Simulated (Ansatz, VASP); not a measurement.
**One calculation of SnO2, two programs**

```
Sn O
1.0
    -1.97944    1.97944    5.04972
     1.97944   -1.97944    5.04972
     1.97944    1.97944   -5.04972
Sn O
2 4
Direct
  0.75000 0.25000 0.50000
  0.00000 0.00000 0.00000
  0.79634 0.79634 0.00000
  0.95366 0.45366 0.50000
  0.20366 0.20366 0.00000
  0.54634 0.04634 0.50000
```

Alike in both runs: task single point; functional r2SCAN; k mesh 8 × 8 × 8; no spin polarisation.

|  | VASP | Ansatz |
| --- | --- | --- |
| version | VASP 6.6.1 | Ansatz 0.2.0 |
| potentials or method | VASP PAW PBE potentials, release 64 (Sn_d, O) | plane waves, PAW |
| plane-wave cutoff (eV) | 520 | 500 |
| occupations | gaussian, width 0.01 eV | fixed |
| valence electrons in the cell | 52 | 52 |

Ansatz gave:

```
gap on the k mesh at the Fermi level (eV)                     : 2.67
pressure (GPa)                                                : 6.2
traceless stress, the component that is largest in VASP (GPa) : 0.78
rms of the force components (eV/Å)                            : 0.098
```

What did VASP give for the same quantities?

gap on the k mesh at the Fermi level (eV): 2.70; pressure (GPa): 7.3; traceless stress, the component that is largest in VASP (GPa): 1.09; rms of the force components (eV/Å): 0.120.

VASP's potentials were made for PBE, not for r2SCAN. Atom by atom the forces differ by 0.023 eV/Å (rms over components).
